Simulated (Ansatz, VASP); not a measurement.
# YLuN2: VASP beside Ansatz

```
Y Lu N
1.0
     5.50863    0.00000    0.00000
    -2.75432    4.77062    0.00000
     0.00000    0.00000    5.66107
Y Lu N
1 1 2
Cartesian
  0.0000 0.0000 2.8305
  0.0000 3.1804 2.8305
  0.0000 0.0000 0.5905
  0.0000 0.0000 5.0706
```

Alike in both runs: task single point; functional PBE; k mesh 12 × 12 × 8; occupations gaussian, width 0.1 eV; no spin polarisation.

|  | VASP | Ansatz |
| --- | --- | --- |
| version | VASP 6.6.1 | Ansatz 0.2.0 |
| potentials or method | VASP PAW PBE potentials, release 64 (Y_sv, Lu, N), cutoff 520 eV | scalar-relativistic, plane waves, PAW |
| valence electrons in the cell | 46 | 46 |

Ansatz gave:

| Property | Result |
| --- | --- |
| gap on the k mesh at the Fermi level (eV) | none |
| pressure (GPa) | 0.0 |
| traceless stress, the component that is largest in VASP (GPa) | -0.02 |
| rms of the force components (eV/Å) | 0.002 |

**Question.** Estimate VASP's values.

**Answer.** gap on the k mesh at the Fermi level (eV): none; pressure (GPa): 0.2; traceless stress, the component that is largest in VASP (GPa): 0.34; rms of the force components (eV/Å): 0.216.

Atom by atom the forces differ by 0.218 eV/Å (rms over components). A gap of «none» marks a metal or a gap that the smearing closes. One of these differences is far larger than is usual between the two programs; its cause wasn't traced.

Spin-orbit coupling is off throughout. Noted on VASP's run: the standard files for N, O and F lose accuracy on very short bonds.
